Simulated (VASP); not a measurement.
# BePt: single point with PBE

Crystal: BePt.

```
Be Pt
1.0
     0.00000    2.33287    2.33287
     2.33287    0.00000    2.33287
     2.33287    2.33287    0.00000
Be Pt
1 1
Cartesian
  0.0000 0.0000 0.0000
  2.3329 2.3329 2.3329
```

* Program: VASP 6.6.1
* Task: single point
* Functional: PBE
* Potentials or basis: VASP PAW PBE potentials, release 64 (Be, Pt)
* Cutoff: 520 eV
* k mesh: 20 × 20 × 20
* Occupations: fermi-dirac, width 0.15 eV
* Spin: no spin polarisation

The pressure is 0.0 GPa and the band gap on the k mesh is zero (bands 6 and 7 overlap by 0.80 eV).

Levels at points of the mesh, in eV from the Fermi level:
```csv
k point,band 3,band 4,band 5,band 6,band 7,band 8,band 9,band 10
"(0.00, 0.00, 0.00)",-3.43,-3.43,-2.86,-2.86,5.80,5.80,5.80,11.91
"(0.50, 0.00, 0.00)",-4.46,-3.39,-1.74,-1.74,0.03,9.98,10.48,10.48
"(0.50, 0.50, 0.00)",-2.62,-2.08,-1.31,-1.31,1.73,2.27,2.27,10.65
```

Wall time 52 s on 1 thread of Intel(R) Xeon(R) 6975P-C (Granite Rapids) (shared host), peak memory 0.23 GiB.

Caveat: spin-orbit coupling is left out, which moves the levels of the heavy elements.
